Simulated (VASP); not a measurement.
# TiO2 (R-3m) in VASP: a series of runs, part 2 of 3

VASP 6.6.1. Earlier steps stand in the parts before.

## Step 4: Single point, PBE+D3(BJ)+U

This run uses another cell than the first one, of 10.95 Å³/atom.

INCAR reads:

```
PREC     = Accurate       # precision mode
ENCUT    = 520            # plane-wave cutoff, eV
EDIFF    = 1E-6           # SCF threshold, eV
ISMEAR   = 0              # smearing method
SIGMA    = 0.05           # smearing width, eV
LREAL    = F              # projectors in reciprocal space
LASPH    = T              # aspherical terms in the spheres
NELM     = 150            # most SCF steps
ALGO     = Normal         # electronic algorithm
ISIF     = 2              # what is computed and relaxed
LWAVE    = F              # write WAVECAR
LCHARG   = T              # write CHGCAR
LMAXMIX  = 4              # l up to which the mixer works
LDAU     = T              # DFT+U
LDAUTYPE = 2            
LDAUL    = 2 -1           # shell
LDAUU    = 4 0            # U, eV
LDAUJ    = 0 0          
LDAUPRINT= 1            
GGA      = PE             # functional
IVDW     = 12             # dispersion correction
LELF     = T              # ELF
LVHAR    = T            
NBANDS   = 19             # bands
```

KPOINTS reads:

```
regular mesh
0
Gamma
  9 9 9
```

POSCAR reads:

```
TiO2
1.0
    1.5040433916      0.8683598570      4.1903000000
   -1.5040433916      0.8683598570      4.1903000000
    0.0000000000     -1.7367197141      4.1903000000
Ti O
1 2
Direct
    0.0000000000      0.0000000000      0.0000000000
    0.6017580785      0.6017580785      0.6017580785
    0.3982419215      0.3982419215      0.3982419215
```

Potentials or basis: VASP PAW PBE potentials, release 64 (Ti_sv, O).

Launch:

```sh
$ cat potpaw_PBE.64/Ti_sv/POTCAR potpaw_PBE.64/O/POTCAR > POTCAR
$ mpirun -np 1 vasp_std > vasp.out
```

OUTCAR:

```text
PREC = Accurate
   ENCUT = 520
   EDIFF = 1E-6
   ISMEAR = 0
   LREAL = F
   LASPH = T
   NELM = 150
   ISIF = 2
   GGA = PE
   IVDW = 12
 IVDW          = 12

 ion  position               nearest neighbor table
   1  0.000  0.000  0.000-   2 1.92   2 1.92   3 1.92   3 1.92   2 1.92   3 1.92
   2  0.602  0.602  0.602-   1 1.92   1 1.92   1 1.92
   3  0.398  0.398  0.398-   1 1.92   1 1.92   1 1.92

  LATTYP: Found a trigonal (rhomboedric) cell.
 ALAT       =     4.5359463682
 COS(alpha) =     0.7801052273

  Lattice vectors:

 A1 = (   1.5040433916,   0.8683598570,   4.1903000000)
 A2 = (  -1.5040433916,   0.8683598570,   4.1903000000)
 A3 = (   0.0000000000,  -1.7367197141,   4.1903000000)

Analysis of symmetry for initial positions (statically):
=====================================================================
 Subroutine PRICEL returns:
 Original cell was already a primitive cell.

 Routine SETGRP: Setting up the symmetry group for a
 trigonal (rhombohedral) supercell.

 Subroutine GETGRP returns: Found 12 space group operations
 (whereof 12 operations were pure point group operations)
 out of a pool of 12 trial point group operations.

The static configuration has the point symmetry D_3d.

Analysis of symmetry for dynamics (positions and initial velocities):
=====================================================================
 Subroutine PRICEL returns:
 Original cell was already a primitive cell.
[... 178 lines left out ...]
  o =  0.0989  v =  0.0000  0.0000  0.0000  0.0000  0.0000  0.0000  0.7180 -0.0000  0.0000  0.6960      0.0000  0.0000  0.0000  0.0000  0.0000  0.0000  0.0000  0.0000  0.0000  0.0000
  o =  0.0996  v = -0.0000 -0.0000 -1.0000 -0.0000 -0.0000  0.0000  0.0000  0.0000  0.0000  0.0000      0.0000  0.0000  0.0000  0.0000  0.0000  0.0000  0.0000  0.0000  0.0000  0.0000
  o =  0.0996  v =  0.0000  0.0000  0.0000  0.0000  0.0000 -0.0000 -0.0000 -1.0000 -0.0000 -0.0000      0.0000  0.0000  0.0000  0.0000  0.0000  0.0000  0.0000  0.0000  0.0000  0.0000
  o =  0.2854  v = -0.7180 -0.0000  0.0000  0.6960  0.0000  0.0000  0.0000  0.0000  0.0000  0.0000      0.0000  0.0000  0.0000  0.0000  0.0000  0.0000  0.0000  0.0000  0.0000  0.0000
  o =  0.2854  v =  0.0000  0.0000  0.0000  0.0000  0.0000 -0.7180 -0.0000  0.0000  0.6960  0.0000      0.0000  0.0000  0.0000  0.0000  0.0000  0.0000  0.0000  0.0000  0.0000  0.0000
  o =  0.2854  v =  0.0000 -0.6960  0.0000 -0.0000  0.7180  0.0000  0.0000  0.0000  0.0000  0.0000      0.0000  0.0000  0.0000  0.0000  0.0000  0.0000  0.0000  0.0000  0.0000  0.0000
  o =  0.2854  v =  0.0000  0.0000  0.0000  0.0000  0.0000  0.0000 -0.6960  0.0000 -0.0000  0.7180      0.0000  0.0000  0.0000  0.0000  0.0000  0.0000  0.0000  0.0000  0.0000  0.0000

 number of electron      24.0000002 magnetization

 Free energy of the ion-electron system (eV)
  ---------------------------------------------------
  ext. energy  EPLUGINS =         0.00000000
  ---------------------------------------------------
  free energy    TOTEN  =       -23.06960853 eV

  energy without entropy =      -23.06960853  energy(sigma->0) =      -23.06960853

 E-fermi :   4.8805     XC(G=0): -10.8527

 val. band max:        4.5293595393   @ k =  -0.2222   0.1111   0.0000
 cond. band min:       7.3708640144   @ k =  -0.3333   0.3333   0.0000
 fundamental gap:      2.8415044751
 Fermi energy:         4.8804584906

 k-point     1 :       0.0000    0.0000    0.0000
  band No.  band energies     occupation
      1     -53.1249      2.00000
      2     -29.4114      2.00000
      3     -29.0930      2.00000
      4     -29.0930      2.00000
      5     -14.2587      2.00000
      6     -11.3917      2.00000
[... 505 lines left out ...]
      6     -11.9983      2.00000
[... 11 lines left out ...]
     18      15.1380      0.00000
     19      18.0013      0.00000

 [... further k-points ...]

------------------------ aborting loop because EDIFF is reached ----------------------------------------

 Edisp (eV)   -0.69400

 E8    (eV) :    -0.2735

  FORCE on cell =-STRESS in cart. coord.  units (eV):
  Direction    XX          YY          ZZ          XY          YZ          ZX
  --------------------------------------------------------------------------------------
  -------------------------------------------------------------------------------------
  Total       5.39251     5.39251     6.87905     0.00000    -0.00000     0.00000
  in kB     263.11472   263.11472   335.64684     0.00000    -0.00000     0.00000
  external pressure =      287.29 kB  Pullay stress =        0.00 kB

 VOLUME and BASIS-vectors are now :
 -----------------------------------------------------------------------------
  energy-cutoff  :      520.00
  volume of cell :       32.84
      direct lattice vectors                 reciprocal lattice vectors
     1.504043392  0.868359857  4.190300000     0.332437217  0.191932717  0.079548799
    -1.504043392  0.868359857  4.190300000    -0.332437217  0.191932717  0.079548799
     0.000000000 -1.736719714  4.190300000     0.000000000 -0.383865434  0.079548799

 POSITION                                       TOTAL-FORCE (eV/Angst)
 -----------------------------------------------------------------------------------
      0.00000      0.00000      0.00000         0.000000      0.000000     -0.000000
      0.00000     -0.00000      7.56464        -0.000000      0.000000     -2.896526
      0.00000     -0.00000      5.00626        -0.000000     -0.000000      2.896526
 -----------------------------------------------------------------------------------
    total drift:                                0.000000      0.000000     -0.000000

  FREE ENERGIE OF THE ION-ELECTRON SYSTEM (eV)
  ---------------------------------------------------
  free  energy   TOTEN  =       -23.7636053834 eV

  energy  without entropy=      -23.7636053834  energy(sigma->0) =      -23.76360538
```

Wall time 3.2 min (1 thread of Intel Xeon 8259CL, shared host); peak memory 0.24 GiB.

Results:

```
Free energy                : -23.7636 eV
Pressure                   : 28.7 GPa
Largest force              : 2.897 eV/Å
Band gap on the k mesh     : 2.84 eV (least direct gap 3.28 eV)
Dispersion energy per atom : -0.231 eV
```

Forces in eV/Å, atoms in the order of the input:
```
Ti   0.000  0.000  0.000
O    0.000  0.000 -2.897
O    0.000  0.000  2.897
```

Eigenvalues of the final occupation matrices:
| site | spin | trace | eigenvalues |
| --- | --- | --- | --- |
| site 1 d | 1 | 0.87 | 0.10 0.10 0.10 0.29 0.29 |
| site 1 d | 2 | 0.87 | 0.10 0.10 0.10 0.29 0.29 |

Caveat: the stress differs along the axes, from 26 to 34 GPa; forces of over 1 eV/Å act on the atoms, so gaps and moduli don't describe the material at rest. A k mesh can miss the band edges.

## Step 5: Single point, PBE+D3(BJ)+U

This run uses another cell than the first one, of 10.98 Å³/atom.

INCAR reads:

```
SYSTEM = TiO2
PREC = Accurate
ENCUT = 520
EDIFF = 1E-7
ISMEAR = 0
SIGMA = 0.05
LREAL = .FALSE.
LASPH = .TRUE.
NELM = 150
ALGO = Normal
ISIF = 2
LWAVE = .FALSE.
LCHARG = .TRUE.
LMAXMIX = 4
LDAU = .TRUE.
LDAUTYPE = 2
LDAUL = 2 -1
LDAUU = 4 0
LDAUJ = 0 0
LDAUPRINT = 1
GGA = PE
IVDW = 12
LELF = .TRUE.
LVHAR = .TRUE.
NBANDS = 19
```

KPOINTS reads:

```
Automatic mesh
0
G
  9 9 9
  0 0 0
```

POSCAR reads:

```
TiO2
1.0
    1.5742500000      0.9088936613      3.8378333333
   -1.5742500000      0.9088936613      3.8378333333
    0.0000000000     -1.8177873226      3.8378333333
Ti O
1 2
Direct
    0.0000000000      0.0000000000      0.0000000000
    0.6017580785      0.6017580785      0.6017580785
    0.3982419215      0.3982419215      0.3982419215
```

Potentials or basis: VASP PAW PBE potentials, release 64 (Ti_sv, O).

Launch:

```sh
$ cat potpaw_PBE.64/Ti_sv/POTCAR potpaw_PBE.64/O/POTCAR > POTCAR
$ mpirun -np 1 vasp_std > vasp.out
```

OUTCAR:

```text
SYSTEM = TiO2
   PREC = Accurate
   ENCUT = 520
   EDIFF = 1E-7
   ISMEAR = 0
   LREAL = .FALSE.
   LASPH = .TRUE.
   NELM = 150
   ISIF = 2
   GGA = PE
   IVDW = 12
 IVDW          = 12

 ion  position               nearest neighbor table
   1  0.000  0.000  0.000-   2 1.97   2 1.97   3 1.97   3 1.97   2 1.97   3 1.97
   2  0.602  0.602  0.602-   1 1.97   1 1.97   1 1.97
   3  0.398  0.398  0.398-   1 1.97   1 1.97   1 1.97

  LATTYP: Found a trigonal (rhomboedric) cell.
 ALAT       =     4.2465651348
 COS(alpha) =     0.7251461529

  Lattice vectors:

 A1 = (   1.5742500000,   0.9088936613,   3.8378333333)
 A2 = (  -1.5742500000,   0.9088936613,   3.8378333333)
 A3 = (   0.0000000000,  -1.8177873226,   3.8378333333)

Analysis of symmetry for initial positions (statically):
=====================================================================
 Subroutine PRICEL returns:
 Original cell was already a primitive cell.

 Routine SETGRP: Setting up the symmetry group for a
 trigonal (rhombohedral) supercell.

 Subroutine GETGRP returns: Found 12 space group operations
 (whereof 12 operations were pure point group operations)
 out of a pool of 12 trial point group operations.

The static configuration has the point symmetry D_3d.

Analysis of symmetry for dynamics (positions and initial velocities):
=====================================================================
 Subroutine PRICEL returns:
 Original cell was already a primitive cell.

 Routine SETGRP: Setting up the symmetry group for a
 trigonal (rhombohedral) supercell.

 Subroutine GETGRP returns: Found 12 space group operations
 (whereof 12 operations were pure point group operations)
 out of a pool of 12 trial point group operations.

The dynamic configuration has the point symmetry D_3d.

 Subroutine INISYM returns: Found 12 space group operations
 (whereof 12 operations are pure point group operations),
 and found     1 'primitive' translations

----------------------------------------------------------------------------------------

                                     Primitive cell

  volume of cell :      32.9476

  direct lattice vectors                    reciprocal lattice vectors
     1.574250000  0.908893661  3.837833333     0.317611561  0.183373120  0.086854562
    -1.574250000  0.908893661  3.837833333    -0.317611561  0.183373120  0.086854562
     0.000000000 -1.817787323  3.837833333     0.000000000 -0.366746241  0.086854562

  length of vectors
     4.246565135  4.246565135  4.246565135     0.376890594  0.376890594  0.376890594

  position of ions in fractional coordinates (direct lattice)
     0.000000000  0.000000000  0.000000000
     0.601758078  0.601758078  0.601758078
     0.398241922  0.398241922  0.398241922

  ion indices of the primitive-cell ions
   primitive index   ion index
                 1           1
                 2           2
                 3           3
[... 88 lines left out ...]
   EFERMI_NEDOS =   21; number of points for ismear=-14 and -15
   IALGO  =     38    algorithm
   IMIX   =      4    mixing-type and parameters
     AMIX     =   0.40;   BMIX     =  1.00
     AMIX_MAG =   1.60;   BMIX_MAG =  1.00
  volume/ion in A,a.u.               =      10.98        74.11
  Fermi-wavevector in a.u.,A,eV,Ry     =   1.473004  2.783574 29.521107  2.169740
  Thomas-Fermi vector in A             =   2.587950
   LORBIT       =      0    0 simple, 1 ext, 2 COOP (PROOUT), +10 PAW based schemes
 LDA+U is selected, type is set to LDAUTYPE =  2
   angular momentum for each species LDAUL =     2   -1
   U (eV)           for each species LDAUU =   4.0  0.0
   J (eV)           for each species LDAUJ =   0.0  0.0
   GGA     = PE    functional components
   LHFCALC =     F    Hartree Fock is set to
   AEXX    =    0.0000 exact exchange contribution
   IVDW    =    12    specifies the selected vdW correction
   LEPSILON=     F    determine dielectric tensor
   LRPA    =     F    only Hartree local field effects (RPA)
 non-spin polarized calculation
 Gauss-broadening in eV      SIGMA  =   0.05
  energy-cutoff  :      520.00
  volume of cell :       32.95
 maximum number of plane-waves:       901
   NGX = 15   NGY = 15   NGZ = 15

atom =   1  type =  1  l = 2

 onsite density matrix

spin component  1

  0.1909  0.0000 -0.0000 -0.0880  0.0000
  0.0000  0.1705 -0.0000  0.0000 -0.0880
 -0.0000 -0.0000  0.0968  0.0000  0.0000
 -0.0880  0.0000  0.0000  0.1705  0.0000
  0.0000 -0.0880  0.0000  0.0000  0.1909

spin component  2

  0.1909  0.0000 -0.0000 -0.0880  0.0000
  0.0000  0.1705 -0.0000  0.0000 -0.0880
 -0.0000 -0.0000  0.0968  0.0000  0.0000
 -0.0880  0.0000  0.0000  0.1705  0.0000
  0.0000 -0.0880  0.0000  0.0000  0.1909

 occupancies and eigenvectors

  o =  0.0921  v = -0.6651  0.0000 -0.0000 -0.7468  0.0000  0.0000  0.0000  0.0000  0.0000  0.0000      0.0000  0.0000  0.0000  0.0000  0.0000  0.0000  0.0000  0.0000  0.0000  0.0000
  o =  0.0921  v =  0.0000  0.0000  0.0000  0.0000  0.0000 -0.6651  0.0000 -0.0000 -0.7468  0.0000      0.0000  0.0000  0.0000  0.0000  0.0000  0.0000  0.0000  0.0000  0.0000  0.0000
  o =  0.0921  v =  0.0000 -0.7468  0.0000 -0.0000 -0.6651  0.0000  0.0000  0.0000  0.0000  0.0000      0.0000  0.0000  0.0000  0.0000  0.0000  0.0000  0.0000  0.0000  0.0000  0.0000
  o =  0.0921  v =  0.0000  0.0000  0.0000  0.0000  0.0000  0.0000 -0.7468  0.0000 -0.0000 -0.6651      0.0000  0.0000  0.0000  0.0000  0.0000  0.0000  0.0000  0.0000  0.0000  0.0000
  o =  0.0968  v =  0.0000 -0.0000 -1.0000 -0.0000 -0.0000  0.0000  0.0000  0.0000  0.0000  0.0000      0.0000  0.0000  0.0000  0.0000  0.0000  0.0000  0.0000  0.0000  0.0000  0.0000
  o =  0.0968  v =  0.0000  0.0000  0.0000  0.0000  0.0000  0.0000 -0.0000 -1.0000 -0.0000 -0.0000      0.0000  0.0000  0.0000  0.0000  0.0000  0.0000  0.0000  0.0000  0.0000  0.0000
  o =  0.2693  v = -0.7468  0.0000  0.0000  0.6651 -0.0000  0.0000  0.0000  0.0000  0.0000  0.0000      0.0000  0.0000  0.0000  0.0000  0.0000  0.0000  0.0000  0.0000  0.0000  0.0000
  o =  0.2693  v =  0.0000  0.0000  0.0000  0.0000  0.0000 -0.7468  0.0000  0.0000  0.6651 -0.0000      0.0000  0.0000  0.0000  0.0000  0.0000  0.0000  0.0000  0.0000  0.0000  0.0000
  o =  0.2693  v =  0.0000  0.6651 -0.0000 -0.0000 -0.7468  0.0000  0.0000  0.0000  0.0000  0.0000      0.0000  0.0000  0.0000  0.0000  0.0000  0.0000  0.0000  0.0000  0.0000  0.0000
  o =  0.2693  v =  0.0000  0.0000  0.0000  0.0000  0.0000  0.0000  0.6651 -0.0000 -0.0000 -0.7468      0.0000  0.0000  0.0000  0.0000  0.0000  0.0000  0.0000  0.0000  0.0000  0.0000

 number of electron      23.9999999 magnetization

 Free energy of the ion-electron system (eV)
  ---------------------------------------------------
  ext. energy  EPLUGINS =         0.00000000
  ---------------------------------------------------
  free energy    TOTEN  =       -22.70503456 eV

  energy without entropy =      -22.70503456  energy(sigma->0) =      -22.70503456

 E-fermi :   5.5226     XC(G=0): -10.9622

 val. band max:        5.1359998624   @ k =  -0.2222   0.1111   0.0000
 cond. band min:       7.2355789144   @ k =  -0.3333   0.2222   0.0000
 fundamental gap:      2.0995790520
 Fermi energy:         5.5225634091

 k-point     1 :       0.0000    0.0000    0.0000
  band No.  band energies     occupation
      1     -53.0907      2.00000
      2     -29.3962      2.00000
      3     -29.0675      2.00000
      4     -29.0675      2.00000
      5     -13.8799      2.00000
      6     -10.6869      2.00000
[... 505 lines left out ...]
      6     -11.6123      2.00000
[... 11 lines left out ...]
     18      14.4877      0.00000
     19      17.3434      0.00000

 [... further k-points ...]

------------------------ aborting loop because EDIFF is reached ----------------------------------------

 Edisp (eV)   -0.69672

 E8    (eV) :    -0.2759

  FORCE on cell =-STRESS in cart. coord.  units (eV):
  Direction    XX          YY          ZZ          XY          YZ          ZX
  --------------------------------------------------------------------------------------
  -------------------------------------------------------------------------------------
  Total       0.88886     0.88886     7.94237     0.00000     0.00000     0.00000
  in kB      43.22347    43.22347   386.22152     0.00000     0.00000     0.00000
  external pressure =      157.56 kB  Pullay stress =        0.00 kB

 VOLUME and BASIS-vectors are now :
 -----------------------------------------------------------------------------
  energy-cutoff  :      520.00
  volume of cell :       32.95
      direct lattice vectors                 reciprocal lattice vectors
     1.574250000  0.908893661  3.837833333     0.317611561  0.183373120  0.086854562
    -1.574250000  0.908893661  3.837833333    -0.317611561  0.183373120  0.086854562
     0.000000000 -1.817787323  3.837833333     0.000000000 -0.366746241  0.086854562

 POSITION                                       TOTAL-FORCE (eV/Angst)
 -----------------------------------------------------------------------------------
      0.00000      0.00000      0.00000         0.000000     -0.000000      0.000000
      0.00000      0.00000      6.92834         0.000000      0.000000     -1.808410
      0.00000      0.00000      4.58516         0.000000     -0.000000      1.808410
 -----------------------------------------------------------------------------------
    total drift:                                0.000000      0.000000      0.000000

  FREE ENERGIE OF THE ION-ELECTRON SYSTEM (eV)
  ---------------------------------------------------
  free  energy   TOTEN  =       -23.4017547258 eV

  energy  without entropy=      -23.4017547258  energy(sigma->0) =      -23.40175473
```

stdout:

```text
POSCAR found type information on POSCAR TiO
 POSCAR found :  2 types and       3 ions
 scaLAPACK will be used
 LDA part: xc-table for (Slater+PW92), standard interpolation
 POSCAR, INCAR and KPOINTS ok, starting setup
 FFT: planning ... GRIDC
 FFT: planning ... GRID_SOFT
 FFT: planning ... GRID
 WAVECAR not read
 entering main loop
```

Wall time 2 min (1 thread of Intel Xeon 8259CL, shared host); peak memory 0.22 GiB.

What came out:

```
Free energy                : -23.4018 eV
Pressure                   : 15.8 GPa
Largest force              : 1.808 eV/Å
Band gap on the k mesh     : 2.10 eV (least direct gap 2.37 eV)
Dispersion energy per atom : -0.232 eV
```

Forces on the atoms (eV/Å):
```
Ti   0.000  0.000  0.000
O    0.000  0.000 -1.808
O    0.000  0.000  1.808
```

Stress tensor (GPa, compression positive):
```
 4.32  0.00  0.00
 0.00  4.32  0.00
 0.00  0.00 38.62
```

Levels at points of the mesh, in eV from the valence-band top:
| k point | band 10 | band 11 | band 12 | band 13 | band 14 | band 15 |
| --- | --- | --- | --- | --- | --- | --- |
| (0.00, 0.00, 0.00) | -1.31 | -1.31 | -0.29 | 2.28 | 2.28 | 3.34 |

Eigenvalues of the final occupation matrices:
| site | spin | trace | eigenvalues |
| --- | --- | --- | --- |
| site 1 d | 1 | 0.82 | 0.09 0.09 0.10 0.27 0.27 |
| site 1 d | 2 | 0.82 | 0.09 0.09 0.10 0.27 0.27 |

Caveat: the stress differs along the axes, from 4 to 39 GPa; forces of over 1 eV/Å act on the atoms, so gaps and moduli don't describe the material at rest.

[end of part 2 of 3]
